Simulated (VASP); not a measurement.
Crystal: Fe.

```
Fe
1.0
    -1.44550    1.44550    1.44550
     1.44550   -1.44550    1.44550
     1.44550    1.44550   -1.44550
Fe
1
Direct
  0.00000 0.00000 0.00000
```

Base run:

```yaml
Program: VASP 6.6.1
Functional: PBEsol
Potentials_or_basis: VASP PAW PBE potentials, release 64 (Fe_sv)
Cutoff: 690 eV
k_mesh: 12 × 12 × 12
Occupations: fermi-dirac, width 0.1 eV
Spin: collinear spin, ferromagnetic start
Starting_moments: "[1.23] μB"
Fixed_moment: 1.23 μB
Hubbard_terms: Fe d U = 5.3 eV
```

Its results: pressure -17.8 GPa; site moments Fe +1.36 μB.

Task: The run is repeated on the same cell with these changes: fixed moment from 1.23 μB to 4.92 μB; moments at the start from [1.23] to [4.92]. What comes out?

Result: Pressure 101.5 GPa; site moments Fe +4.20 μB.

Caveats: the PAW data sets were made with another functional, which shifts forces and pressure a little; the total moment is fixed, so each spin has its own Fermi level and the state may be an excited one; the U is typed as a test and isn't derived for this compound; the cell stands under tension (at least some runs); the cell stands under pressure (at least some runs).
